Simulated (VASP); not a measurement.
# CdS (P6_3/mmc) in VASP: a series of runs

CdS is run at these levels: PBEsol; tasks: single point, relaxation of cell and atoms.

Everything below comes from runs of VASP 6.6.1. Logs are shortened: lines on timing, memory, paths and dates and some standing lists are left out, and cuts for length are marked.

**1. The cell of the first run**

Symmetry: P6_3/mmc, No. 194, hexagonal system. The conventional cell has a = 3.810 Å, b = 3.810 Å, c = 6.362 Å, α = 90.00°, β = 90.00°, γ = 120.00°. Within 3.6 Å of Cd (site symmetry -3m) lie 6 S at 2.71 Å and 2 Cd at 3.18 Å. Within 3.6 Å of S (site symmetry -6m2) lie 6 Cd at 2.71 Å.

**2. Single point, PBEsol**

File INCAR:

```
SYSTEM = CdS
ALGO = Normal
EDIFF = 1E-6
ENCUT = 520
GGA = PS
ISIF = 2
ISMEAR = -1
LASPH = .True.
LCHARG = .False.
LREAL = .False.
LWAVE = .False.
NBANDS = 26
NELM = 60
PREC = Accurate
SIGMA = 0.03
```

File KPOINTS:

```
k-points
0
Gamma
  6 6 4
  0 0 0
```

File POSCAR:

```
CdS
1.0
    3.8096412688      0.0000000000      0.0000000000
   -1.9048206344      3.2992461181      0.0000000000
    0.0000000000      0.0000000000      6.3621338878
Cd S
2 2
Direct
    0.0000000000      0.0000000000      0.0000000000
    0.0000000000      0.0000000000      0.5000000000
    0.3333333333      0.6666666667      0.2500000000
    0.6666666667      0.3333333333      0.7500000000
```

Potentials or basis: VASP PAW PBE potentials, release 64 (Cd, S).

Command:

```console
$ cat potpaw_PBE.64/Cd/POTCAR potpaw_PBE.64/S/POTCAR > POTCAR
$ mpirun -np 1 vasp_std > vasp.out
```

OUTCAR:

```text
SYSTEM = CdS
   EDIFF = 1E-6
   ENCUT = 520
   GGA = PS
   ISIF = 2
   ISMEAR = -1
   LASPH = .True.
   LREAL = .False.
   NELM = 60
   PREC = Accurate

 ion  position               nearest neighbor table
   1  0.000  0.000  0.000-   3 2.71   4 2.71   4 2.71   3 2.71   4 2.71   3 2.71   2 3.18   2 3.18

   2  0.000  0.000  0.500-   3 2.71   4 2.71   4 2.71   3 2.71   4 2.71   3 2.71   1 3.18   1 3.18

   3  0.333  0.667  0.250-   1 2.71   2 2.71   1 2.71   2 2.71   1 2.71   2 2.71
   4  0.667  0.333  0.750-   1 2.71   2 2.71   1 2.71   2 2.71   1 2.71   2 2.71

  LATTYP: Found a hexagonal cell.
 ALAT       =     3.8096412688
 C/A-ratio  =     1.6700086541

  Lattice vectors:

 A1 = (   3.8096412688,   0.0000000000,   0.0000000000)
 A2 = (  -1.9048206344,   3.2992461181,   0.0000000000)
 A3 = (   0.0000000000,   0.0000000000,   6.3621338878)

Analysis of symmetry for initial positions (statically):
=====================================================================
 Subroutine PRICEL returns:
 Original cell was already a primitive cell.

 Routine SETGRP: Setting up the symmetry group for a
 hexagonal supercell.

 Subroutine GETGRP returns: Found 24 space group operations
 (whereof 12 operations were pure point group operations)
 out of a pool of 24 trial point group operations.

The static configuration has the point symmetry D_3d.
 The point group associated with its full space group is D_6h.

Analysis of symmetry for dynamics (positions and initial velocities):
=====================================================================
 Subroutine PRICEL returns:
 Original cell was already a primitive cell.

 Routine SETGRP: Setting up the symmetry group for a
 hexagonal supercell.

 Subroutine GETGRP returns: Found 24 space group operations
 (whereof 12 operations were pure point group operations)
 out of a pool of 24 trial point group operations.

The dynamic configuration has the point symmetry D_3d.
 The point group associated with its full space group is D_6h.

 Subroutine INISYM returns: Found 24 space group operations
 (whereof 12 operations are pure point group operations),
 and found     1 'primitive' translations

----------------------------------------------------------------------------------------

                                     Primitive cell

  volume of cell :      79.9653

  direct lattice vectors                    reciprocal lattice vectors
     3.809641269  0.000000000  0.000000000     0.262491907  0.151549773  0.000000000
    -1.904820634  3.299246118  0.000000000     0.000000000  0.303099546  0.000000000
     0.000000000  0.000000000  6.362133888     0.000000000  0.000000000  0.157179968

  length of vectors
     3.809641269  3.809641269  6.362133888     0.303099546  0.303099546  0.157179968

  position of ions in fractional coordinates (direct lattice)
     0.000000000  0.000000000  0.000000000
     0.000000000  0.000000000  0.500000000
     0.333333333  0.666666667  0.250000000
     0.666666667  0.333333333  0.750000000

  ion indices of the primitive-cell ions
   primitive index   ion index
                 1           1
                 2           2
                 3           3
                 4           4

----------------------------------------------------------------------------------------

 KPOINTS: k-points

Automatic generation of k-mesh.
 Grid dimensions read from file:
 generate k-points for:    6    6    4

 Generating k-lattice:

  Cartesian coordinates                     Fractional coordinates (reciprocal lattice)
     0.043748651  0.025258295  0.000000000     0.166666667 -0.000000000  0.000000000
     0.000000000  0.050516591  0.000000000     0.000000000  0.166666667  0.000000000
     0.000000000  0.000000000  0.039294992     0.000000000  0.000000000  0.250000000

  Length of vectors
     0.050516591  0.050516591  0.039294992

  Shift w.r.t. Gamma in fractional coordinates (k-lattice)
     0.000000000  0.000000000  0.000000000

 Subroutine IBZKPT returns following result:
 ===========================================

 Found     21 irreducible k-points:

 Following reciprocal coordinates:
            Coordinates               Weight
  0.000000  0.000000  0.000000      1.000000
  0.166667  0.000000  0.000000      6.000000
  0.333333  0.000000  0.000000      6.000000
  0.500000  0.000000  0.000000      3.000000
  0.166667  0.166667  0.000000      6.000000
  0.333333  0.166667  0.000000     12.000000
[... 13 lines left out ...]
  0.333333  0.166667  0.500000     12.000000
  0.333333  0.333333  0.500000      2.000000
   k-points           NKPTS =     21   k-points in BZ     NKDIM =     21   number of bands    NBANDS=     26
   number of dos      NEDOS =    301   number of ions     NIONS =      4
   total plane-waves  NPLWV =  37632
   dimension x,y,z NGX =    28 NGY =   28 NGZ =   48
   dimension x,y,z NGXF=    56 NGYF=   56 NGZF=   96
   ions per type =               2   2
   NGX,Y,Z   is equivalent  to a cutoff of  12.22, 12.22, 12.54 a.u.
   NGXF,Y,Z  is equivalent  to a cutoff of  24.44, 24.44, 25.09 a.u.
 SYSTEM =  CdS
   PREC   = accura    normal or accurate (medium, high low for compatibility)
   ISTART =      0    job   : 0-new  1-cont  2-samecut
   ICHARG =      2    charge: 1-file 2-atom 10-const
   ISPIN  =      1    spin polarized calculation?
   LNONCOLLINEAR =      F non collinear calculations
   LSORBIT =      F    spin-orbit coupling
   LASPH  =      T    aspherical Exc in radial PAW
   ENCUT  =  520.0 eV  38.22 Ry    6.18 a.u.   7.08  7.08 11.83*2*pi/ulx,y,z
   NELM   =     60;   NELMIN=  2; NELMDL= -5     # of ELM steps
   EDIFF  = 0.1E-05   stopping-criterion for ELM
   LREAL  =      F    real-space projection
   EDIFFG = 0.1E-04   stopping-criterion for IOM
   NSW    =      0    number of steps for IOM
   IBRION =     -1    ionic relax: 0-MD 1-quasi-New 2-CG
   NFREE  =      0    steps in history (QN), initial steepest desc. (CG)
   ISIF   =      2    stress and relaxation
   ISYM   =      2    0-nonsym 1-usesym 2-fastsym
   POTIM  = 0.5000    time-step for ionic-motion
   TEBEG  =    0.0;   TEEND  =   0.0 temperature during run
   PSTRESS=    0.0 pullay stress
   NELECT =      36.0000    total number of electrons
   NUPDOWN=      -1.0000    fix difference up-down
   EMIN   =  10.00;   EMAX   =-10.00  energy-range for DOS
   EFERMI =   0.00;   METHOD = LEGACY
   ISMEAR =    -1;   SIGMA  =   0.03  broadening in eV -4-tet -1-fermi 0-gaus
   EFERMI_NEDOS =   21; number of points for ismear=-14 and -15
   IALGO  =     38    algorithm
   IMIX   =      4    mixing-type and parameters
     AMIX     =   0.40;   BMIX     =  1.00
     AMIX_MAG =   1.60;   BMIX_MAG =  1.00
  volume/ion in A,a.u.               =      19.99       134.91
  Fermi-wavevector in a.u.,A,eV,Ry     =   1.254705  2.371050 21.419459  1.574286
  Thomas-Fermi vector in A             =   2.388498
   LORBIT       =      0    0 simple, 1 ext, 2 COOP (PROOUT), +10 PAW based schemes
   GGA     = PS    functional components
   LHFCALC =     F    Hartree Fock is set to
   AEXX    =    0.0000 exact exchange contribution
   IVDW    =     0    specifies the selected vdW correction
   LEPSILON=     F    determine dielectric tensor
   LRPA    =     F    only Hartree local field effects (RPA)
 non-spin polarized calculation
  energy-cutoff  :      520.00
  volume of cell :       79.97
 maximum number of plane-waves:      2181
   NGX = 15   NGY = 15   NGZ = 23

 number of electron      36.0000028 magnetization

 Free energy of the ion-electron system (eV)
  ---------------------------------------------------
  ext. energy  EPLUGINS =         0.00000000
  ---------------------------------------------------
  free energy    TOTEN  =       -13.10772124 eV

  energy without entropy =      -13.10772066  energy(sigma->0) =      -13.10772095

 E-fermi :   3.4485     XC(G=0): -10.6945

 val. band max:        3.0911989871   @ k =   0.0000   0.0000   0.0000
 cond. band min:       3.7413869281   @ k =   0.0000   0.0000   0.0000
 fundamental gap:      0.6501879410
 Fermi energy:         3.4484540582

 k-point     1 :       0.0000    0.0000    0.0000
  band No.  band energies     occupation
      1      -9.9658      2.00000
      2      -8.7844      2.00000
      3      -5.0959      2.00000
      4      -5.0383      2.00000
      5      -5.0383      2.00000
      6      -4.7476      2.00000
[... 18 lines left out ...]
     25      12.1726      0.00000
     26      12.1726      0.00000

 k-point     2 :       0.1667    0.0000    0.0000
  band No.  band energies     occupation
      1      -9.7416      2.00000
      2      -8.8060      2.00000
      3      -5.0850      2.00000
      4      -5.0263      2.00000
      5      -4.8005      2.00000
      6      -4.7385      2.00000
[... 18 lines left out ...]
     25      10.9677      0.00000
     26      11.4579      0.00000

 k-point     3 :       0.3333    0.0000    0.0000
  band No.  band energies     occupation
      1      -9.2266      2.00000
      2      -8.8206      2.00000
      3      -5.1050      2.00000
      4      -5.0467      2.00000
      5      -4.9030      2.00000
      6      -4.8435      2.00000
[... 18 lines left out ...]
     25      10.8163      0.00000
     26      12.7382      0.00000

 k-point     4 :       0.5000    0.0000    0.0000
  band No.  band energies     occupation
      1      -9.0063      2.00000
      2      -8.7148      2.00000
      3      -5.1902      2.00000
      4      -5.0700      2.00000
      5      -4.9848      2.00000
      6      -4.9208      2.00000
[... 18 lines left out ...]
     25      11.1932      0.00000
     26      14.2835      0.00000

 k-point     5 :       0.1667    0.1667    0.0000
  band No.  band energies     occupation
      1      -9.3605      2.00000
      2      -8.8308      2.00000
      3      -5.1222      2.00000
      4      -4.9857      2.00000
      5      -4.7933      2.00000
      6      -4.7710      2.00000
[... 18 lines left out ...]
     25      11.4271      0.00000
     26      12.2104      0.00000

 k-point     6 :       0.3333    0.1667    0.0000
  band No.  band energies     occupation
      1      -8.9537      2.00000
      2      -8.7919      2.00000
      3      -5.1645      2.00000
      4      -4.9667      2.00000
      5      -4.8852      2.00000
      6      -4.8578      2.00000
[... 340 lines left out ...]
 k-point    18 :       0.5000    0.0000    0.5000
  band No.  band energies     occupation
      1      -8.8647      2.00000
      2      -8.8647      2.00000
      3      -4.7923      2.00000
      4      -4.7923      2.00000
      5      -4.7831      2.00000
      6      -4.7831      2.00000
[... 18 lines left out ...]
     25      11.1800      0.00000
     26      11.1800      0.00000

 k-point    19 :       0.1667    0.1667    0.5000
  band No.  band energies     occupation
      1      -9.0961      2.00000
      2      -9.0961      2.00000
      3      -4.8446      2.00000
      4      -4.8446      2.00000
      5      -4.7793      2.00000
      6      -4.7793      2.00000
[... 18 lines left out ...]
     25      11.5064      0.00000
     26      11.5064      0.00000

 k-point    20 :       0.3333    0.1667    0.5000
  band No.  band energies     occupation
      1      -8.8675      2.00000
      2      -8.8675      2.00000
      3      -4.8919      2.00000
      4      -4.8919      2.00000
      5      -4.7335      2.00000
      6      -4.7335      2.00000
[... 18 lines left out ...]
     25      12.0587      0.00000
     26      12.0587      0.00000

 k-point    21 :       0.3333    0.3333    0.5000
  band No.  band energies     occupation
      1      -8.7920      2.00000
      2      -8.7920      2.00000
      3      -4.9709      2.00000
      4      -4.9709      2.00000
      5      -4.6549      2.00000
      6      -4.6549      2.00000
[... 18 lines left out ...]
     25      11.7195      0.00000
     26      11.7195      0.00000

------------------------ aborting loop because EDIFF is reached ----------------------------------------

  FORCE on cell =-STRESS in cart. coord.  units (eV):
  Direction    XX          YY          ZZ          XY          YZ          ZX
  --------------------------------------------------------------------------------------
  -------------------------------------------------------------------------------------
  Total        0.2687215      0.2687215      0.2811864      0.0000000     -0.0000000      0.0000000
  in kB        5.3840779      5.3840779      5.6338248      0.0000000     -0.0000000      0.0000000
  external PRESSURE =       5.4673269 kB  Pullay stress =       0.0000000 kB

 VOLUME and BASIS-vectors are now :
 -----------------------------------------------------------------------------
  energy-cutoff  :      520.00
  volume of cell :       79.97
      direct lattice vectors                 reciprocal lattice vectors
     3.809641269  0.000000000  0.000000000     0.262491907  0.151549773  0.000000000
    -1.904820634  3.299246118  0.000000000     0.000000000  0.303099546  0.000000000
     0.000000000  0.000000000  6.362133888     0.000000000  0.000000000  0.157179968

 POSITION                                       TOTAL-FORCE (eV/Angst)
 -----------------------------------------------------------------------------------
      0.00000      0.00000      0.00000         0.000000     -0.000000     -0.000000
      0.00000      0.00000      3.18107         0.000000     -0.000000     -0.000000
     -0.00000      2.19950      1.59053         0.000000      0.000000      0.000000
      1.90482      1.09975      4.77160        -0.000000     -0.000000     -0.000000
 -----------------------------------------------------------------------------------
    total drift:                               -0.000000     -0.000000      0.000000

  FREE ENERGIE OF THE ION-ELECTRON SYSTEM (eV)
  ---------------------------------------------------
  free  energy   TOTEN  =       -13.1077212406 eV

  energy  without entropy=      -13.1077206574  energy(sigma->0) =      -13.10772095
```

Wall time 20 s (1 thread of Intel Xeon Platinum 8488C (Sapphire Rapids), shared host); peak memory 0.19 GiB.

Results:

| Item | Value |
| --- | --- |
| Free energy | -13.1077 eV |
| Pressure | 0.5 GPa |
| Band gap on the k mesh | 0.65 eV, direct |

Caveat: the PAW data sets were made with another functional, which shifts forces and pressure a little.

**3. Relaxation of cell and atoms, PBEsol**

This run uses another cell than the first one, of 16.96 Å³/atom, 0.848 times its volume.

File INCAR:

```
  PREC = Accurate
  ENCUT = 600
  EDIFF = 1E-7
  ISMEAR = -1
  SIGMA = 0.03
  LREAL = F
  LASPH = T
  NELM = 100
  ALGO = Normal
  ISIF = 3
  LWAVE = F
  LCHARG = F
  GGA = PS
  IBRION = 2
  NSW = 100
  EDIFFG = -0.01
```

File KPOINTS:

```
Automatic mesh
0
Gamma
  6 6 4
```

File POSCAR:

```
CdS
1.0
    3.6358161300      0.0000000000      0.0000000000
   -1.8179080650      3.1487091321      0.0000000000
    0.0000000000      0.0000000000      5.9263802919
Cd S
2 2
Direct
    0.0000000000      0.0000000000      0.0000000000
    0.0000000000      0.0000000000      0.5000000000
    0.3333333333      0.6666666667      0.2500000000
    0.6666666667      0.3333333333      0.7500000000
```

Potentials or basis: VASP PAW PBE potentials, release 64 (Cd, S).

Command:

```console
$ cat potpaw_PBE.64/Cd/POTCAR potpaw_PBE.64/S/POTCAR > POTCAR
$ mpirun -np 1 vasp_std > vasp.out
```

Wall time 2 min (1 thread of Intel Xeon Platinum 8488C (Sapphire Rapids), shared host); peak memory 0.21 GiB.

Results (log left out):

```
Free energy                            : -13.1038 eV
Relaxed volume                         : 20.12 Å³/atom
Relaxed cell                           : a = 3.818 Å, b = 3.818 Å, c = 6.374 Å, α = 90.00°, β = 90.00°, γ = 120.00°
Space group after relaxing (to 0.05 Å) : P6_3/mmc (No. 194)
Energy gained by relaxing              : 183.5 meV/atom
Ionic steps                            : 9
Pressure after relaxing                : 0.0 GPa
Band gap on the k mesh                 : 0.62 eV, direct
```

The path:
| step | energy change (eV) | largest force (eV/Å) | pressure (GPa) | volume (Å³) |
| --- | --- | --- | --- | --- |
| 1 | 0.0000 | 0.0000 | 21.52 | 67.85 |
| 2 | -0.3686 | 0.0000 | -8.30 | 92.75 |
| 3 | -0.7321 | 0.0000 | -0.16 | 80.71 |
| 4 | -0.7320 | 0.0000 | 0.12 | 80.44 |
| 5 | -0.7333 | 0.0000 | 0.13 | 80.40 |
| 6 | -0.7340 | 0.0000 | 0.15 | 80.34 |
| 7 | -0.7340 | 0.0000 | 0.15 | 80.34 |
| 8 | -0.7340 | 0.0000 | -0.11 | 80.59 |
| 9 | -0.7341 | 0.0000 | 0.00 | 80.48 |

Final structure:
```
Cd S
1.0
     3.81831    0.00000    0.00000
    -1.90916    3.30676    0.00000
     0.00000    0.00000    6.37418
Cd S
2 2
Direct
  0.00000 0.00000 0.00000
  0.00000 0.00000 0.50000
  0.33333 0.66667 0.25000
  0.66667 0.33333 0.75000
```

Levels at points of the mesh, in eV from the valence-band top:
```
           k point  band 14  band 15  band 16  band 17  band 18  band 19  band 20  band 21  band 22
(0.00, 0.00, 0.00)    -0.95    -0.83    -0.83     0.00     0.00     0.62     3.26     6.61     6.61
(0.50, 0.00, 0.00)    -3.96    -3.28    -2.22    -1.57    -0.04     2.55     3.64     3.69     5.78
(0.00, 0.00, 0.50)    -3.64    -0.39    -0.39    -0.39    -0.39     3.04     3.04     6.74     6.74
(0.50, 0.00, 0.50)    -4.86    -1.40    -1.40    -1.25    -1.25     2.02     2.02     5.77     5.77
```

Caveat: the volume moved by over 15 % at a fixed basis, so the end points are rough; the PAW data sets were made with another functional, which shifts forces and pressure a little. A k mesh can miss the band edges.
